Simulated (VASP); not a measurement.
# RbCaH3 (Pm-3m) in VASP: notebook

Runs on RbCaH3. Level: LDA. Tasks: relaxation of cell and atoms.

Program: VASP 6.6.1. These are calculated values, not measurements. Logs are shortened: lines on timing, memory, paths and dates and some standing lists are left out, and cuts for length are marked.

### 1 The cell of the first run

It takes space group Pm-3m (No. 221, cubic). The conventional cell has a = 4.547 Å, b = 4.547 Å, c = 4.547 Å, α = 90.00°, β = 90.00°, γ = 90.00°. Within 4.2 Å of Rb (site symmetry m-3m) lie 12 H at 3.22 Å and 8 Ca at 3.94 Å. Within 3.0 Å of Ca (site symmetry m-3m) lie 6 H at 2.27 Å. Within 3.0 Å of H (site symmetry 4/mmm) lie 2 Ca at 2.27 Å.

### 2 Relaxation of cell and atoms, LDA, target pressure 10 GPa, at which the enthalpy is minimised

INCAR reads:

```
PREC     = Accurate       # precision mode
ENCUT    = 600            # plane-wave cutoff, eV
EDIFF    = 1E-7           # SCF threshold, eV
ISMEAR   = 0              # smearing method
SIGMA    = 0.01           # smearing width, eV
LREAL    = False          # projectors in reciprocal space
LASPH    = True           # aspherical terms in the spheres
NELM     = 100            # most SCF steps
ALGO     = Normal         # electronic algorithm
ISIF     = 3              # what is computed and relaxed
LWAVE    = False          # write WAVECAR
LCHARG   = False          # write CHGCAR
GGA      = CA             # functional
IBRION   = 2              # ionic algorithm
NSW      = 80             # ionic steps
EDIFFG   = -0.01          # ionic threshold
PSTRESS  = 100.0
```

KPOINTS reads:

```
Automatic mesh
0
Gamma
  4 4 4
```

POSCAR reads:

```
RbCaH3
1.0
    4.5470000000      0.0000000000      0.0000000000
    0.0000000000      4.5470000000      0.0000000000
    0.0000000000      0.0000000000      4.5470000000
Rb Ca H
1 1 3
Direct
    0.0000000000      0.0000000000      0.0000000000
    0.5000000000      0.5000000000      0.5000000000
    0.0000000000      0.5000000000      0.5000000000
    0.5000000000      0.0000000000      0.5000000000
    0.5000000000      0.5000000000      0.0000000000
```

Potentials or basis: VASP PAW LDA potentials, release 64 (Rb_sv, Ca_sv, H).

The run is started by

```bash
> cat potpaw_LDA.64/Rb_sv/POTCAR potpaw_LDA.64/Ca_sv/POTCAR potpaw_LDA.64/H/POTCAR > POTCAR
> mpirun -np 1 vasp_std > vasp.out
```

OUTCAR:

```text
PREC = Accurate
   ENCUT = 600
   EDIFF = 1E-7
   ISMEAR = 0
   LREAL = False
   LASPH = True
   NELM = 100
   ISIF = 3
   GGA = CA
   IBRION = 2
   NSW = 80
   EDIFFG = -0.01
   PSTRESS = 100.0

 ion  position               nearest neighbor table
   1  0.000  0.000  0.000-   3 3.22   4 3.22   5 3.22   3 3.22   4 3.22   3 3.22   5 3.22   3 3.22
                             4 3.22   5 3.22   4 3.22   5 3.22   2 3.94   2 3.94   2 3.94   2 3.94
   2  0.500  0.500  0.500-   1 3.94   1 3.94   1 3.94   1 3.94   1 3.94   1 3.94   1 3.94   1 3.94

   3  0.000  0.500  0.500-   1 3.22   1 3.22   1 3.22   1 3.22
   4  0.500  0.000  0.500-   1 3.22   1 3.22   1 3.22   1 3.22
   5  0.500  0.500  0.000-   1 3.22   1 3.22   1 3.22   1 3.22

  LATTYP: Found a simple cubic cell.
 ALAT       =     4.5470000000

  Lattice vectors:

 A1 = (   4.5470000000,   0.0000000000,   0.0000000000)
 A2 = (   0.0000000000,   4.5470000000,   0.0000000000)
 A3 = (   0.0000000000,   0.0000000000,   4.5470000000)

Analysis of symmetry for initial positions (statically):
=====================================================================
 Subroutine PRICEL returns:
 Original cell was already a primitive cell.

 Routine SETGRP: Setting up the symmetry group for a
 simple cubic supercell.

 Subroutine GETGRP returns: Found 48 space group operations
 (whereof 48 operations were pure point group operations)
 out of a pool of 48 trial point group operations.

The static configuration has the point symmetry O_h .

Analysis of symmetry for dynamics (positions and initial velocities):
=====================================================================
 Subroutine PRICEL returns:
 Original cell was already a primitive cell.

 Routine SETGRP: Setting up the symmetry group for a
 simple cubic supercell.

 Subroutine GETGRP returns: Found 48 space group operations
 (whereof 48 operations were pure point group operations)
 out of a pool of 48 trial point group operations.

The dynamic configuration has the point symmetry O_h .

 Subroutine INISYM returns: Found 48 space group operations
 (whereof 48 operations are pure point group operations),
 and found     1 'primitive' translations

----------------------------------------------------------------------------------------

                                     Primitive cell

  volume of cell :      94.0102

  direct lattice vectors                    reciprocal lattice vectors
     4.547000000  0.000000000  0.000000000     0.219925225  0.000000000  0.000000000
     0.000000000  4.547000000  0.000000000     0.000000000  0.219925225  0.000000000
     0.000000000  0.000000000  4.547000000     0.000000000  0.000000000  0.219925225

  length of vectors
     4.547000000  4.547000000  4.547000000     0.219925225  0.219925225  0.219925225

  position of ions in fractional coordinates (direct lattice)
     0.000000000  0.000000000  0.000000000
     0.500000000  0.500000000  0.500000000
     0.000000000  0.500000000  0.500000000
     0.500000000  0.000000000  0.500000000
     0.500000000  0.500000000  0.000000000

  ion indices of the primitive-cell ions
   primitive index   ion index
                 1           1
                 2           2
                 3           3
                 4           4
                 5           5

----------------------------------------------------------------------------------------

 KPOINTS: Automatic mesh

Automatic generation of k-mesh.
 Grid dimensions read from file:
 generate k-points for:    4    4    4

 Generating k-lattice:

  Cartesian coordinates                     Fractional coordinates (reciprocal lattice)
     0.054981306  0.000000000  0.000000000     0.250000000  0.000000000  0.000000000
     0.000000000  0.054981306  0.000000000     0.000000000  0.250000000  0.000000000
     0.000000000  0.000000000  0.054981306     0.000000000  0.000000000  0.250000000

  Length of vectors
     0.054981306  0.054981306  0.054981306

  Shift w.r.t. Gamma in fractional coordinates (k-lattice)
     0.000000000  0.000000000  0.000000000

 Subroutine IBZKPT returns following result:
 ===========================================

 Found     10 irreducible k-points:

 Following reciprocal coordinates:
            Coordinates               Weight
  0.000000  0.000000  0.000000      1.000000
  0.250000  0.000000  0.000000      6.000000
  0.500000  0.000000  0.000000      3.000000
  0.250000  0.250000  0.000000     12.000000
  0.500000  0.250000  0.000000     12.000000
  0.500000  0.500000  0.000000      3.000000
  0.250000  0.250000  0.250000      8.000000
  0.500000  0.250000  0.250000     12.000000
  0.500000  0.500000  0.250000      6.000000
  0.500000  0.500000  0.500000      1.000000
   k-points           NKPTS =     10   k-points in BZ     NKDIM =     10   number of bands    NBANDS=     15
   number of dos      NEDOS =    301   number of ions     NIONS =      5
   total plane-waves  NPLWV =  46656
   dimension x,y,z NGX =    36 NGY =   36 NGZ =   36
   dimension x,y,z NGXF=    72 NGYF=   72 NGZF=   72
   ions per type =               1   1   3
   NGX,Y,Z   is equivalent  to a cutoff of  13.16, 13.16, 13.16 a.u.
   NGXF,Y,Z  is equivalent  to a cutoff of  26.32, 26.32, 26.32 a.u.
 SYSTEM =  unknown system
   PREC   = accura    normal or accurate (medium, high low for compatibility)
   ISTART =      0    job   : 0-new  1-cont  2-samecut
   ICHARG =      2    charge: 1-file 2-atom 10-const
   ISPIN  =      1    spin polarized calculation?
   LNONCOLLINEAR =      F non collinear calculations
   LSORBIT =      F    spin-orbit coupling
   LASPH  =      T    aspherical Exc in radial PAW
   ENCUT  =  600.0 eV  44.10 Ry    6.64 a.u.   9.08  9.08  9.08*2*pi/ulx,y,z
   NELM   =    100;   NELMIN=  2; NELMDL= -5     # of ELM steps
   EDIFF  = 0.1E-06   stopping-criterion for ELM
   LREAL  =      F    real-space projection
   EDIFFG = -.1E-01   stopping-criterion for IOM
   NSW    =     80    number of steps for IOM
   IBRION =      2    ionic relax: 0-MD 1-quasi-New 2-CG
   NFREE  =      1    steps in history (QN), initial steepest desc. (CG)
   ISIF   =      3    stress and relaxation
   ISYM   =      2    0-nonsym 1-usesym 2-fastsym
   POTIM  = 0.5000    time-step for ionic-motion
   TEBEG  =    0.0;   TEEND  =   0.0 temperature during run
   PSTRESS=  100.0 pullay stress
   NELECT =      22.0000    total number of electrons
   NUPDOWN=      -1.0000    fix difference up-down
   EMIN   =  10.00;   EMAX   =-10.00  energy-range for DOS
   EFERMI =   0.00;   METHOD = LEGACY
   ISMEAR =     0;   SIGMA  =   0.01  broadening in eV -4-tet -1-fermi 0-gaus
   EFERMI_NEDOS =   21; number of points for ismear=-14 and -15
   IALGO  =     38    algorithm
   IMIX   =      4    mixing-type and parameters
     AMIX     =   0.40;   BMIX     =  1.00
     AMIX_MAG =   1.60;   BMIX_MAG =  1.00
  volume/ion in A,a.u.               =      18.80       126.88
  Fermi-wavevector in a.u.,A,eV,Ry     =   1.008844  1.906439 13.847556  1.017767
  Thomas-Fermi vector in A             =   2.141736
   LORBIT       =      0    0 simple, 1 ext, 2 COOP (PROOUT), +10 PAW based schemes
   GGA     = CA    functional components
   LHFCALC =     F    Hartree Fock is set to
   AEXX    =    0.0000 exact exchange contribution
   IVDW    =     0    specifies the selected vdW correction
   LEPSILON=     F    determine dielectric tensor
   LRPA    =     F    only Hartree local field effects (RPA)
 conjugate gradient relaxation of ions
 non-spin polarized calculation
 Gauss-broadening in eV      SIGMA  =   0.01
  energy-cutoff  :      600.00
  volume of cell :       94.01
 maximum number of plane-waves:      3178
   NGX = 19   NGY = 19   NGZ = 19

--------------------------------------- Ionic step        1  -------------------------------------------

 number of electron      22.0000000 magnetization

 Free energy of the ion-electron system (eV)
  ---------------------------------------------------
  ext. energy  EPLUGINS =         0.00000000
  ---------------------------------------------------
  free energy    TOTEN  =       -15.81190222 eV

  energy without entropy =      -15.81190222  energy(sigma->0) =      -15.81190222

------------------------ aborting loop because EDIFF is reached ----------------------------------------

  FORCE on cell =-STRESS in cart. coord.  units (eV):
  Direction    XX          YY          ZZ          XY          YZ          ZX
  --------------------------------------------------------------------------------------
  -------------------------------------------------------------------------------------
  Total       -1.3674955     -1.3674955     -1.3674955      0.0000000      0.0000000     -0.0000000
  in kB      -23.3056715    -23.3056715    -23.3056715      0.0000000      0.0000000     -0.0000000
  external PRESSURE =    -123.3056715 kB  Pullay stress =     100.0000000 kB
[... 26 lines left out ...]
  enthalpy is  TOTEN    =        -9.9442511502 eV   P V=        5.8676510747

--------------------------------------- Ionic step        2  -------------------------------------------

 number of electron      21.9999996 magnetization

 E-fermi :  -0.2652     XC(G=0):  -9.0132

 val. band max:       -0.4067989718   @ k =   0.5000   0.5000   0.0000
 cond. band min:       2.2211824556   @ k =   0.5000   0.5000   0.0000
 fundamental gap:      2.6279814274
 Fermi energy:        -0.2651639702

 k-point     1 :       0.0000    0.0000    0.0000
  band No.  band energies     occupation
      1     -38.0760      2.00000
      2     -25.6075      2.00000
      3     -19.4436      2.00000
      4     -19.4436      2.00000
      5     -19.4436      2.00000
      6      -9.7170      2.00000
      7      -9.7170      2.00000
      8      -9.7170      2.00000
      9      -3.8759      2.00000
     10      -1.3831      2.00000
     11      -1.3831      2.00000
     12       5.7038      0.00000
     13       5.7038      0.00000
     14       5.7038      0.00000
     15       7.0309      0.00000
[... 239 lines left out ...]
  enthalpy is  TOTEN    =       -11.1716647747 eV   P V=        4.3243562652

--------------------------------------- Ionic step        4  -------------------------------------------

 number of electron      22.0000000 magnetization

 Free energy of the ion-electron system (eV)
  ---------------------------------------------------
  ext. energy  EPLUGINS =         0.00000000
  ---------------------------------------------------
  free energy    TOTEN  =       -15.42308374 eV

  energy without entropy =      -15.42308374  energy(sigma->0) =      -15.42308374

 E-fermi :   0.4023     XC(G=0):  -9.4337

 val. band max:        0.2480375180   @ k =   0.5000   0.5000   0.0000
 cond. band min:       2.6298230948   @ k =   0.5000   0.5000   0.0000
 fundamental gap:      2.3817855768
 Fermi energy:         0.4022535763

 k-point     1 :       0.0000    0.0000    0.0000
  band No.  band energies     occupation
      1     -37.3037      2.00000
      2     -25.0911      2.00000
      3     -18.6991      2.00000
      4     -18.6991      2.00000
      5     -18.6991      2.00000
      6      -9.1771      2.00000
      7      -9.1771      2.00000
      8      -9.1771      2.00000
      9      -3.5989      2.00000
     10      -1.1499      2.00000
     11      -1.1499      2.00000
     12       6.3629      0.00000
     13       6.3629      0.00000
     14       6.3629      0.00000
     15       7.6780      0.00000
[... 192 lines left out ...]
  FREE ENERGIE OF THE ION-ELECTRON SYSTEM (eV)
  ---------------------------------------------------
  free  energy   TOTEN  =       -15.4230837364 eV

  energy  without entropy=      -15.4230837364  energy(sigma->0) =      -15.42308374

  enthalpy is  TOTEN    =       -11.1752864316 eV   P V=        4.2477973048

 reached required accuracy - stopping structural energy minimisation
```

It took 46 s on 1 thread of Intel Xeon Platinum 8259CL at 2.50GHz (Skylake/Cascade Lake), shared host; peak memory 0.2 GiB.

Results:

```yaml
Free_energy: -15.4231 eV
Relaxed_volume: 13.61 Å³/atom
Relaxed_cell: a = 4.083 Å, b = 4.083 Å, c = 4.083 Å, α = 90.00°, β = 90.00°, γ = 90.00°
Space_group_after_relaxing_to_0.05_Å: Pm-3m (No. 221)
Energy_change_on_relaxing_the_enthalpy_is_what_falls: +77.8 meV/atom
Ionic_steps: 4
Pressure_after_relaxing: 10.1 GPa
Band_gap_on_the_k_mesh: 2.38 eV, direct
```

The path:
```
step  energy change (eV)  largest force (eV/Å)  pressure (GPa)  volume (Å³)
   1              0.0000                0.0000           -2.33        94.01
   2              0.0548                0.0000            4.42        75.66
   3              0.3159                0.0000            8.99        69.28
   4              0.3888                0.0000           10.08        68.06
```

Final structure:
```
Rb Ca H
1.0
     4.08280    0.00000    0.00000
     0.00000    4.08280    0.00000
     0.00000    0.00000    4.08280
Rb Ca H
1 1 3
Direct
  0.00000 0.00000 0.00000
  0.50000 0.50000 0.50000
  0.00000 0.50000 0.50000
  0.50000 0.00000 0.50000
  0.50000 0.50000 0.00000
```

Levels at points of the mesh, in eV from the valence-band top:
```csv
k point,band 7,band 8,band 9,band 10,band 11,band 12,band 13,band 14,band 15
"(0.00, 0.00, 0.00)",-9.43,-9.43,-3.85,-1.40,-1.40,6.11,6.11,6.11,7.43
"(0.50, 0.00, 0.00)",-9.40,-9.40,-1.91,-1.21,-0.99,5.18,5.64,5.64,6.44
"(0.50, 0.50, 0.00)",-9.82,-9.35,-2.15,0.00,0.00,2.38,4.51,4.51,6.24
"(0.50, 0.50, 0.50)",-9.77,-9.77,-0.64,-0.64,-0.64,4.34,4.34,4.34,6.95
```

Caveat: the cell is relaxed towards a set pressure, so the enthalpy falls and the energy may rise; the volume moved by over 15 % at a fixed basis, so the end points are rough.

### 3 Relaxation of cell and atoms, LDA, target pressure 20 GPa, at which the enthalpy is minimised

INCAR reads:

```
ALGO     = Normal         # electronic algorithm
EDIFF    = 1E-6           # SCF threshold, eV
EDIFFG   = -0.01          # ionic threshold
ENCUT    = 600            # plane-wave cutoff, eV
IBRION   = 2              # ionic algorithm
ISIF     = 3              # what is computed and relaxed
ISMEAR   = 0              # smearing method
LASPH    = True           # aspherical terms in the spheres
LCHARG   = False          # write CHGCAR
LREAL    = False          # projectors in reciprocal space
LWAVE    = False          # write WAVECAR
NELM     = 100            # most SCF steps
NSW      = 80             # ionic steps
PREC     = Accurate       # precision mode
PSTRESS  = 200.0        
SIGMA    = 0.01           # smearing width, eV
```

KPOINTS reads:

```
k-points
0
Gamma
  4 4 4
```

POSCAR is that of step 2.

Potentials or basis: VASP PAW LDA potentials, release 64 (Rb_sv, Ca_sv, H).

The run is started by

```bash
> cat potpaw_LDA.64/Rb_sv/POTCAR potpaw_LDA.64/Ca_sv/POTCAR potpaw_LDA.64/H/POTCAR > POTCAR
> mpirun -np 1 vasp_std > vasp.out
```

It took 52 s on 1 thread of Intel Xeon Platinum 8259CL at 2.50GHz (Skylake/Cascade Lake), shared host; peak memory 0.2 GiB.

The run converged. Its results:

```
Free energy                                            : -14.6771 eV
Relaxed volume                                         : 11.98 Å³/atom
Relaxed cell                                           : a = 3.912 Å, b = 3.912 Å, c = 3.912 Å, α = 90.00°, β = 90.00°, γ = 90.00°
Space group after relaxing (to 0.05 Å)                 : Pm-3m (No. 221)
Energy change on relaxing (the enthalpy is what falls) : +227.0 meV/atom
Ionic steps                                            : 5
Pressure after relaxing                                : 20.0 GPa
Band gap on the k mesh                                 : 1.98 eV, direct
```

The path:
| step | energy change (eV) | largest force (eV/Å) | pressure (GPa) | volume (Å³) |
| --- | --- | --- | --- | --- |
| 1 | 0.0000 | 0.0000 | -2.33 | 94.01 |
| 2 | 0.8219 | 0.0000 | 16.02 | 62.67 |
| 3 | 1.0950 | 0.0000 | 19.48 | 60.20 |
| 4 | 1.1668 | 0.0000 | 20.39 | 59.62 |
| 5 | 1.1348 | 0.0000 | 20.00 | 59.88 |

Final structure:
```
CELL_PARAMETERS angstrom
3.91220 0.00000 0.00000
0.00000 3.91220 0.00000
0.00000 0.00000 3.91220
ATOMIC_POSITIONS crystal
Rb 0.00000 0.00000 0.00000
Ca 0.50000 0.50000 0.50000
H 0.00000 0.50000 0.50000
H 0.50000 0.00000 0.50000
H 0.50000 0.50000 0.00000
```

Levels at points of the mesh, in eV from the valence-band top:
```csv
k point,band 7,band 8,band 9,band 10,band 11,band 12,band 13,band 14,band 15
"(0.00, 0.00, 0.00)",-9.68,-9.68,-4.35,-2.05,-2.05,6.01,6.01,6.01,7.33
"(0.50, 0.00, 0.00)",-9.66,-9.66,-2.09,-1.55,-1.46,4.76,5.58,5.58,6.36
"(0.50, 0.50, 0.00)",-10.23,-9.58,-2.75,0.00,0.00,1.98,4.16,4.16,6.38
"(0.50, 0.50, 0.50)",-10.19,-10.19,-0.91,-0.91,-0.91,4.30,4.30,4.30,6.99
```

Caveat: the cell is relaxed towards a set pressure, so the enthalpy falls and the energy may rise; the volume moved by over 15 % at a fixed basis, so the end points are rough.
